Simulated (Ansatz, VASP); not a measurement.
TiCo in VASP and in Ansatz

File POSCAR:

```
TiCo
1.0
    2.9861109900      0.0000000000      0.0000000000
    0.0000000000      2.9861109900      0.0000000000
    0.0000000000      0.0000000000      2.9861109900
Co Ti
1 1
Direct
    0.5000000000      0.5000000000      0.5000000000
    0.0000000000      0.0000000000      0.0000000000
```

The input INCAR.step1:

```
SYSTEM = TiCo
PREC = Accurate
ENCUT = 760
ISMEAR = -1
SIGMA = 0.05
LREAL = .False.
LASPH = .True.
NELM = 200
ISPIN = 2
MAGMOM = 2 1
LMAXMIX = 4
NBANDS = 26
GGA = PE
ALGO = Normal
EDIFF = 1E-5
LWAVE = .True.
LCHARG = .False.
GGA_COMPAT = .False.
```

INCAR.step2

```
SYSTEM = TiCo
PREC = Accurate
ENCUT = 760
EDIFF = 1E-6
ISMEAR = -1
SIGMA = 0.05
LREAL = .False.
LASPH = .True.
NELM = 200
ALGO = Normal
ISIF = 2
LWAVE = .False.
LCHARG = .False.
ISPIN = 2
MAGMOM = 2 1
LORBIT = 11
LMAXMIX = 4
METAGGA = R2SCAN
LMIXTAU = .True.
NBANDS = 26
ISTART = 1
GGA_COMPAT = .False.
```

KPOINTS

```
Automatic mesh
0
Gamma
  5 5 5
  0 0 0
```

input.yaml

```yaml
crystal:
  lattice:
    - [2.98611099, 0.0, 0.0]
    - [0.0, 2.98611099, 0.0]
    - [0.0, 0.0, 2.98611099]
  atoms:
    - { symbol: Co, position: [0.5, 0.5, 0.5], spin: 2.0 }
    - { symbol: Ti, position: [0.0, 0.0, 0.0], spin: 1.0 }
hamiltonian:
  xc: r2scan
  pseudopotentials: { kind: paw }
magnetization:
  spin_polarized: true
kpoints:
  mp_grid: { grid: [5, 5, 5] }
scf:
  occupations: { method: fermi_dirac, width: 0.05 }
  n_extra_bands: 6
output:
  forces: true
  stress: true
  eigenvalues: true
  dos: { projected: true, de: 0.05, nscf_kmesh: { grid: [8, 8, 8] } }
```

Alike in both runs: functional r2SCAN; k mesh 5 × 5 × 5; occupations fermi-dirac, width 0.05 eV; collinear spin.

|  | VASP | Ansatz |
| --- | --- | --- |
| version | VASP 6.6.1 | Ansatz 0.2.0 |
| potentials or method | VASP PAW PBE potentials, release 64 (Co_sv, Ti_sv) | Ansatz PAW |
| plane-wave cutoff (eV) | 760 | 500 |
| valence electrons in the cell | 29 | 29 |
| task | single point | projected density of states |

Ansatz gave:

```
gap on the k mesh at the Fermi level (eV)                     : none
pressure (GPa)                                                : 0.4
net moment per atom (μB)                                      : 0.47
size of the moment on the site where the two differ most (μB) : 0.24
```

Question: What did VASP give for the same quantities?

Answer: gap on the k mesh at the Fermi level (eV): none; pressure (GPa): 0.7; net moment per atom (μB): 0.47; size of the moment on the site where the two differ most (μB): 0.27.

VASP's potentials were made for PBE, not for r2SCAN. Site moments also hang on the region over which each program counts them. A gap of «none» marks a metal or a gap that the smearing closes.

The k mesh is coarse, so the values compare programs but aren't converged. Noted on Ansatz's run: the magnetic or orbital state may not be the lowest.
